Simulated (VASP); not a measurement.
# BeTe (F-43m) in VASP: a series of runs

BeTe is run at these levels: PBE; tasks: single point.

Everything below comes from runs of VASP 6.6.1. Logs are shortened: lines on timing, memory, paths and dates and some standing lists are left out, and cuts for length are marked.

**1. The cell of the first run**

It takes space group F-43m (No. 216, cubic). Conventional cell: a = 5.363 Å, b = 5.363 Å, c = 5.363 Å, α = 90.00°, β = 90.00°, γ = 90.00°. Within 3.1 Å of Be (site symmetry -43m) lie 4 Te at 2.32 Å. Within 3.1 Å of Te (site symmetry -43m) lie 4 Be at 2.32 Å.

**2. Single point, PBE (Se replaced by Te, lengths x 1.050, strained)**

Contents of INCAR:

```
PREC = Accurate
ENCUT = 600
EDIFF = 1E-6
ISMEAR = 0
SIGMA = 0.1
LREAL = F
LASPH = T
NELM = 120
ALGO = Normal
ISIF = 2
LWAVE = F
LCHARG = T
GGA = PE
LELF = T
LVHAR = T
NBANDS = 11
GGA_COMPAT = F
```

Contents of KPOINTS:

```
regular mesh
0
Gamma
  6 6 6
```

Contents of POSCAR:

```
BeTe
1.0
    0.0000000000      2.6815534200      2.6815534200
    2.6815534200      0.0000000000      2.6815534200
    2.6815534200      2.6815534200      0.0000000000
Be Te
1 1
Direct
    0.0000000000      0.0000000000      0.0000000000
    0.7500000000      0.7500000000      0.7500000000
```

Potentials or basis: VASP PAW PBE potentials, release 64 (Be, Te).

Started as:

```bash
$ cat potpaw_PBE.64/Be/POTCAR potpaw_PBE.64/Te/POTCAR > POTCAR
$ mpirun -np 1 vasp_std > vasp.out
```

OUTCAR:

```text
PREC = Accurate
   ENCUT = 600
   EDIFF = 1E-6
   ISMEAR = 0
   LREAL = F
   LASPH = T
   NELM = 120
   ISIF = 2
   GGA = PE

 ion  position               nearest neighbor table
   1  0.000  0.000  0.000-   2 2.32   2 2.32   2 2.32   2 2.32
   2  0.750  0.750  0.750-   1 2.32   1 2.32   1 2.32   1 2.32

  LATTYP: Found a face centered cubic cell.
 ALAT       =     5.3631068400

  Lattice vectors:

 A1 = (   0.0000000000,   2.6815534200,   2.6815534200)
 A2 = (   2.6815534200,   0.0000000000,   2.6815534200)
 A3 = (   2.6815534200,   2.6815534200,   0.0000000000)

Analysis of symmetry for initial positions (statically):
=====================================================================
 Subroutine PRICEL returns:
 Original cell was already a primitive cell.

 Routine SETGRP: Setting up the symmetry group for a
 face centered cubic supercell.

 Subroutine GETGRP returns: Found 24 space group operations
 (whereof 24 operations were pure point group operations)
 out of a pool of 48 trial point group operations.

The static configuration has the point symmetry T_d .

Analysis of symmetry for dynamics (positions and initial velocities):
=====================================================================
 Subroutine PRICEL returns:
 Original cell was already a primitive cell.

 Routine SETGRP: Setting up the symmetry group for a
 face centered cubic supercell.

 Subroutine GETGRP returns: Found 24 space group operations
 (whereof 24 operations were pure point group operations)
 out of a pool of 48 trial point group operations.

The dynamic configuration has the point symmetry T_d .

 Subroutine INISYM returns: Found 24 space group operations
 (whereof 24 operations are pure point group operations),
 and found     1 'primitive' translations

----------------------------------------------------------------------------------------

                                     Primitive cell

  volume of cell :      38.5646

  direct lattice vectors                    reciprocal lattice vectors
     0.000000000  2.681553420  2.681553420    -0.186459086  0.186459086  0.186459086
     2.681553420  0.000000000  2.681553420     0.186459086 -0.186459086  0.186459086
     2.681553420  2.681553420  0.000000000     0.186459086  0.186459086 -0.186459086

  length of vectors
     3.792289215  3.792289215  3.792289215     0.322956611  0.322956611  0.322956611

  position of ions in fractional coordinates (direct lattice)
     0.000000000  0.000000000  0.000000000
     0.750000000  0.750000000  0.750000000

  ion indices of the primitive-cell ions
   primitive index   ion index
                 1           1
                 2           2

----------------------------------------------------------------------------------------

 KPOINTS: regular mesh

Automatic generation of k-mesh.
 Grid dimensions read from file:
 generate k-points for:    6    6    6

 Generating k-lattice:

  Cartesian coordinates                     Fractional coordinates (reciprocal lattice)
    -0.031076514  0.031076514  0.031076514     0.166666667  0.000000000  0.000000000
     0.031076514 -0.031076514  0.031076514     0.000000000  0.166666667  0.000000000
     0.031076514  0.031076514 -0.031076514     0.000000000  0.000000000  0.166666667

  Length of vectors
     0.053826102  0.053826102  0.053826102

  Shift w.r.t. Gamma in fractional coordinates (k-lattice)
     0.000000000  0.000000000  0.000000000

 Subroutine IBZKPT returns following result:
 ===========================================

 Found     16 irreducible k-points:

 Following reciprocal coordinates:
            Coordinates               Weight
  0.000000  0.000000  0.000000      1.000000
  0.166667  0.000000  0.000000      8.000000
  0.333333  0.000000  0.000000      8.000000
  0.500000  0.000000  0.000000      4.000000
  0.166667  0.166667  0.000000      6.000000
  0.333333  0.166667  0.000000     24.000000
[... 8 lines left out ...]
 -0.333333  0.333333  0.166667     24.000000
 -0.333333  0.500000  0.166667     12.000000
   k-points           NKPTS =     16   k-points in BZ     NKDIM =     16   number of bands    NBANDS=     11
   number of dos      NEDOS =    301   number of ions     NIONS =      2
   total plane-waves  NPLWV =  27000
   dimension x,y,z NGX =    30 NGY =   30 NGZ =   30
   dimension x,y,z NGXF=    60 NGYF=   60 NGZF=   60
   ions per type =               1   1
   NGX,Y,Z   is equivalent  to a cutoff of  13.15, 13.15, 13.15 a.u.
   NGXF,Y,Z  is equivalent  to a cutoff of  26.30, 26.30, 26.30 a.u.
 SYSTEM =  unknown system
   PREC   = accura    normal or accurate (medium, high low for compatibility)
   ISTART =      0    job   : 0-new  1-cont  2-samecut
   ICHARG =      2    charge: 1-file 2-atom 10-const
   ISPIN  =      1    spin polarized calculation?
   LNONCOLLINEAR =      F non collinear calculations
   LSORBIT =      F    spin-orbit coupling
   LASPH  =      T    aspherical Exc in radial PAW
   ENCUT  =  600.0 eV  44.10 Ry    6.64 a.u.   7.57  7.57  7.57*2*pi/ulx,y,z
   NELM   =    120;   NELMIN=  2; NELMDL= -5     # of ELM steps
   EDIFF  = 0.1E-05   stopping-criterion for ELM
   LREAL  =      F    real-space projection
   EDIFFG = 0.1E-04   stopping-criterion for IOM
   NSW    =      0    number of steps for IOM
   IBRION =     -1    ionic relax: 0-MD 1-quasi-New 2-CG
   NFREE  =      0    steps in history (QN), initial steepest desc. (CG)
   ISIF   =      2    stress and relaxation
   ISYM   =      2    0-nonsym 1-usesym 2-fastsym
   POTIM  = 0.5000    time-step for ionic-motion
   TEBEG  =    0.0;   TEEND  =   0.0 temperature during run
   PSTRESS=    0.0 pullay stress
   NELECT =       8.0000    total number of electrons
   NUPDOWN=      -1.0000    fix difference up-down
   EMIN   =  10.00;   EMAX   =-10.00  energy-range for DOS
   EFERMI =   0.00;   METHOD = LEGACY
   ISMEAR =     0;   SIGMA  =   0.10  broadening in eV -4-tet -1-fermi 0-gaus
   EFERMI_NEDOS =   21; number of points for ismear=-14 and -15
   IALGO  =     38    algorithm
   IMIX   =      4    mixing-type and parameters
     AMIX     =   0.40;   BMIX     =  1.00
     AMIX_MAG =   1.60;   BMIX_MAG =  1.00
  volume/ion in A,a.u.               =      19.28       130.12
  Fermi-wavevector in a.u.,A,eV,Ry     =   0.969114  1.831361 12.778356  0.939183
  Thomas-Fermi vector in A             =   2.099140
   LORBIT       =      0    0 simple, 1 ext, 2 COOP (PROOUT), +10 PAW based schemes
   GGA     = PE    functional components
   LHFCALC =     F    Hartree Fock is set to
   AEXX    =    0.0000 exact exchange contribution
   IVDW    =     0    specifies the selected vdW correction
   LEPSILON=     F    determine dielectric tensor
   LRPA    =     F    only Hartree local field effects (RPA)
 non-spin polarized calculation
 Gauss-broadening in eV      SIGMA  =   0.10
  energy-cutoff  :      600.00
  volume of cell :       38.56
 maximum number of plane-waves:      1303
   NGX = 15   NGY = 15   NGZ = 15

 number of electron       8.0000000 magnetization

 Free energy of the ion-electron system (eV)
  ---------------------------------------------------
  ext. energy  EPLUGINS =         0.00000000
  ---------------------------------------------------
  free energy    TOTEN  =        -7.36939386 eV

  energy without entropy =       -7.36939386  energy(sigma->0) =       -7.36939386

 E-fermi :   7.3631     XC(G=0):  -9.6584

 val. band max:        6.8770448641   @ k =   0.0000   0.0000   0.0000
 cond. band min:       8.4443564751   @ k =   0.5000   0.5000   0.0000
 fundamental gap:      1.5673116111
 Fermi energy:         7.3631175389

 k-point     1 :       0.0000    0.0000    0.0000
  band No.  band energies     occupation
      1      -6.4929      2.00000
      2       6.8770      2.00000
      3       6.8770      2.00000
      4       6.8770      2.00000
      5      10.3256      0.00000
      6      10.3256      0.00000
      7      10.3256      0.00000
      8      11.8404      0.00000
      9      15.3748      0.00000
     10      17.4233      0.00000
     11      17.4233      0.00000

 k-point     2 :       0.1667    0.0000    0.0000
  band No.  band energies     occupation
      1      -6.1748      2.00000
      2       4.5596      2.00000
      3       6.3841      2.00000
      4       6.3841      2.00000
      5      10.5790      0.00000
      6      10.9889      0.00000
      7      10.9889      0.00000
      8      13.6063      0.00000
      9      15.9771      0.00000
     10      16.0253      0.00000
     11      16.0253      0.00000

 k-point     3 :       0.3333    0.0000    0.0000
  band No.  band energies     occupation
      1      -5.3495      2.00000
      2       1.6573      2.00000
      3       5.7223      2.00000
      4       5.7223      2.00000
      5      10.4327      0.00000
      6      11.4476      0.00000
      7      11.4476      0.00000
      8      14.7589      0.00000
      9      16.6991      0.00000
     10      16.6991      0.00000
     11      16.9871      0.00000

 k-point     4 :       0.5000    0.0000    0.0000
  band No.  band energies     occupation
      1      -4.7446      2.00000
      2       0.3126      2.00000
      3       5.4695      2.00000
      4       5.4695      2.00000
      5      10.3621      0.00000
      6      11.3629      0.00000
      7      11.3629      0.00000
      8      14.5698      0.00000
      9      18.4851      0.00000
     10      18.9282      0.00000
     11      18.9282      0.00000
[... 127 lines left out ...]
 k-point    14 :       0.5000    0.3333    0.1667
  band No.  band energies     occupation
      1      -4.7074      2.00000
      2       1.7991      2.00000
      3       3.1563      2.00000
      4       4.4049      2.00000
      5      10.7784      0.00000
      6      11.6894      0.00000
      7      12.5252      0.00000
      8      15.1837      0.00000
      9      17.3659      0.00000
     10      18.1061      0.00000
     11      20.4931      0.00000

 k-point    15 :      -0.3333    0.3333    0.1667
  band No.  band energies     occupation
      1      -4.2441      2.00000
      2       1.1755      2.00000
      3       2.6870      2.00000
      4       3.8774      2.00000
      5      11.2138      0.00000
      6      11.8029      0.00000
      7      14.0338      0.00000
      8      14.6568      0.00000
      9      16.0404      0.00000
     10      19.4207      0.00000
     11      20.3846      0.00000

 k-point    16 :      -0.3333    0.5000    0.1667
  band No.  band energies     occupation
      1      -4.0493      2.00000
      2       1.3203      2.00000
      3       2.7386      2.00000
      4       3.0486      2.00000
      5      10.4897      0.00000
      6      11.0612      0.00000
      7      14.7026      0.00000
      8      15.0055      0.00000
      9      18.5498      0.00000
     10      19.8039      0.00000
     11      20.4086      0.00000

------------------------ aborting loop because EDIFF is reached ----------------------------------------

  FORCE on cell =-STRESS in cart. coord.  units (eV):
  Direction    XX          YY          ZZ          XY          YZ          ZX
  --------------------------------------------------------------------------------------
  -------------------------------------------------------------------------------------
  Total        3.1594149      3.1594149      3.1594149      0.0000000      0.0000000     -0.0000000
  in kB      131.2586358    131.2586358    131.2586358      0.0000000      0.0000000     -0.0000000
  external PRESSURE =     131.2586358 kB  Pullay stress =       0.0000000 kB

 VOLUME and BASIS-vectors are now :
 -----------------------------------------------------------------------------
  energy-cutoff  :      600.00
  volume of cell :       38.56
      direct lattice vectors                 reciprocal lattice vectors
     0.000000000  2.681553420  2.681553420    -0.186459086  0.186459086  0.186459086
     2.681553420  0.000000000  2.681553420     0.186459086 -0.186459086  0.186459086
     2.681553420  2.681553420  0.000000000     0.186459086  0.186459086 -0.186459086

 POSITION                                       TOTAL-FORCE (eV/Angst)
 -----------------------------------------------------------------------------------
      0.00000      0.00000      0.00000         0.000000      0.000000      0.000000
      4.02233      4.02233      4.02233        -0.000000     -0.000000     -0.000000
 -----------------------------------------------------------------------------------
    total drift:                               -0.000000     -0.000000     -0.000000

  FREE ENERGIE OF THE ION-ELECTRON SYSTEM (eV)
  ---------------------------------------------------
  free  energy   TOTEN  =        -7.3693938604 eV

  energy  without entropy=       -7.3693938604  energy(sigma->0) =       -7.36939386
```

It took 16 s on 1 thread of Intel Xeon 8259CL, shared host; peak memory 0.17 GiB.

Results:

```
Free energy            : -7.3694 eV
Pressure               : 13.1 GPa
Band gap on the k mesh : 1.57 eV, indirect (least direct gap 3.45 eV)
```

Levels at points of the mesh, in eV from the valence-band top:
| k point | band 1 | band 2 | band 3 | band 4 | band 5 | band 6 | band 7 | band 8 | band 9 |
| --- | --- | --- | --- | --- | --- | --- | --- | --- | --- |
| (0.00, 0.00, 0.00) | -13.37 | 0.00 | 0.00 | 0.00 | 3.45 | 3.45 | 3.45 | 4.96 | 8.50 |
| (0.50, 0.00, 0.00) | -11.62 | -6.56 | -1.41 | -1.41 | 3.49 | 4.49 | 4.49 | 7.69 | 11.61 |
| (0.50, 0.50, 0.00) | -10.97 | -5.97 | -3.25 | -3.25 | 1.57 | 2.41 | 10.65 | 10.65 | 12.41 |

Caveat: the cell differs from its parent crystal (Se replaced by Te, lengths x 1.050, strained); spin-orbit coupling is left out, which moves the levels of the heavy elements.

**3. Single point, PBE (Se replaced by Te, lengths x 1.050, strained)**

Contents of INCAR:

```
ALGO     = Normal         # electronic algorithm
EDIFF    = 1E-6           # SCF threshold, eV
ENCUT    = 600            # plane-wave cutoff, eV
GGA      = PE             # functional
GGA_COMPAT= F            
ISIF     = 2              # what is computed and relaxed
ISMEAR   = 0              # smearing method
LASPH    = T              # aspherical terms in the spheres
LCHARG   = T              # write CHGCAR
LELF     = T              # ELF
LREAL    = F              # projectors in reciprocal space
LVHAR    = T            
LWAVE    = F              # write WAVECAR
NBANDS   = 11             # bands
NELM     = 120            # most SCF steps
PREC     = Accurate       # precision mode
SIGMA    = 0.02           # smearing width, eV
```

Contents of KPOINTS:

```
k-points
0
Gamma
  10 10 10
```

POSCAR is that of step 2.

Potentials or basis: VASP PAW PBE potentials, release 64 (Be, Te).

Started as:

```bash
$ cat potpaw_PBE.64/Be/POTCAR potpaw_PBE.64/Te/POTCAR > POTCAR
$ mpirun -np 1 vasp_std > vasp.out
```

Wall time 36 s (1 thread of Intel Xeon 8259CL, shared host); peak memory 0.18 GiB.

Results (log left out):

```
Free energy            : -7.3780 eV
Pressure               : 13.1 GPa
Band gap on the k mesh : 1.57 eV, indirect (least direct gap 3.45 eV)
```

Levels at points of the mesh, in eV from the valence-band top:
| k point | band 1 | band 2 | band 3 | band 4 | band 5 | band 6 | band 7 | band 8 |
| --- | --- | --- | --- | --- | --- | --- | --- | --- |
| (0.00, 0.00, 0.00) | -13.37 | 0.00 | 0.00 | 0.00 | 3.45 | 3.45 | 3.45 | 4.96 |
| (0.50, 0.00, 0.00) | -11.62 | -6.56 | -1.41 | -1.41 | 3.49 | 4.49 | 4.49 | 7.69 |
| (0.50, 0.50, 0.00) | -10.97 | -5.97 | -3.25 | -3.25 | 1.57 | 2.42 | 10.65 | 10.65 |

Caveat: the cell differs from its parent crystal (Se replaced by Te, lengths x 1.050, strained); spin-orbit coupling is left out, which moves the levels of the heavy elements.
